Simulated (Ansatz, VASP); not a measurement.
# ZnSe: VASP beside Ansatz

```xyz
2
Lattice="0.0000 2.8324 2.8324 2.8324 0.0000 2.8324 2.8324 2.8324 0.0000" Properties=species:S:1:pos:R:3 pbc="T T T"
Zn    0.0000    0.0000    0.0000
Se    1.4162    1.4162    1.4162
```

Alike in both runs: task single point; functional HSE06; k mesh 4 × 4 × 4; no spin polarisation.

```csv
,VASP,Ansatz
version,VASP 6.6.1,Ansatz 0.2.0
potentials or method,"VASP PAW PBE potentials, release 64 (Zn, Se)",plane waves
plane-wave cutoff (eV),520,420
occupations,"gaussian, width 0.01 eV",fixed
valence electrons in the cell,18,28
```

Ansatz gave:

```
gap on the k mesh at the Fermi level (eV) : 2.44
pressure (GPa)                            : 1.5
```

Q: Estimate VASP's values.

A: gap on the k mesh at the Fermi level (eV): 2.43; pressure (GPa): 1.6.

VASP's potentials hold 18 valence electrons a cell and Ansatz's 28, so a difference there can come from the potentials and not from the codes. Ansatz's warnings: stress exchange threshold loose, stress scf threshold loose.

The k mesh is coarse, so the values compare programs but aren't converged.
